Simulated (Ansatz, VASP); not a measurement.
Ga: VASP beside Ansatz

```xyz
1
Lattice="-1.6810 1.6810 1.6810 1.6810 -1.6810 1.6810 1.6810 1.6810 -1.6810" Properties=species:S:1:pos:R:3 pbc="T T T"
Ga    0.0000    0.0000    0.0000
```

Alike in both runs: task relaxation of cell and atoms; functional PBE; k mesh 16 × 16 × 16; occupations fermi-dirac, width 0.08 eV; no spin polarisation.

|  | VASP | Ansatz |
| --- | --- | --- |
| version | VASP 6.6.1 | Ansatz 0.2.0 |
| potentials or method | VASP PAW PBE potentials, release 64 (Ga_d) | PAW with Ansatz's default frozen-core files, scalar-relativistic |
| plane-wave cutoff (eV) | 600 | 420 |
| valence electrons in the cell | 13 | 13 |

VASP gave:

```
relaxed volume (Å³/atom)                                     : 19.25
relaxed cell length with the largest relative difference (Å) : 2.924
```

What did Ansatz give for the same quantities?

Relaxed volume (Å³/atom): 19.23; relaxed cell length with the largest relative difference (Å): 2.923.
